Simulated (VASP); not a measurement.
Here is a VASP 6.6.1 calculation.

INCAR

```
ALGO = Normal
EDIFF = 1E-6
ENCUT = 500
GGA = PE
GGA_COMPAT = F
ISIF = 2
ISMEAR = -1
LASPH = T
LCHARG = F
LREAL = F
LWAVE = F
NBANDS = 22
NELM = 120
PREC = Accurate
SIGMA = 0.02
```

Contents of KPOINTS:

```
k-points
0
Gamma
  12 12 6
```

The input POSCAR:

```
PtS2
1.0
    3.3906244359      0.0000000000      0.0000000000
   -1.6953122179      2.9363668962      0.0000000000
    0.0000000000      0.0000000000      5.1228306135
Pt S
1 2
Direct
    0.0000000000      0.0000000000      0.0000000000
    0.3333333333      0.6666666667      0.2545678988
    0.6666666667      0.3333333333      0.7454321012
```

Potentials or basis: VASP PAW PBE potentials, release 64 (Pt_sv_GW, S).

Launch:

```sh
$ cat potpaw_PBE.64/Pt_sv_GW/POTCAR potpaw_PBE.64/S/POTCAR > POTCAR
$ mpirun -np 1 vasp_std > vasp.out
```

Problem. Estimate the pressure.

Solution. 13.4 GPa.

Problem. Predict the largest force.

Solution. 0.146 eV/Å.

Forces on the atoms (eV/Å):
```
Pt   0.000  0.000  0.000
S    0.000  0.000  0.146
S    0.000  0.000 -0.146
```

Caveat: the cell differs from its parent crystal (biaxial xy strain -4.6%).
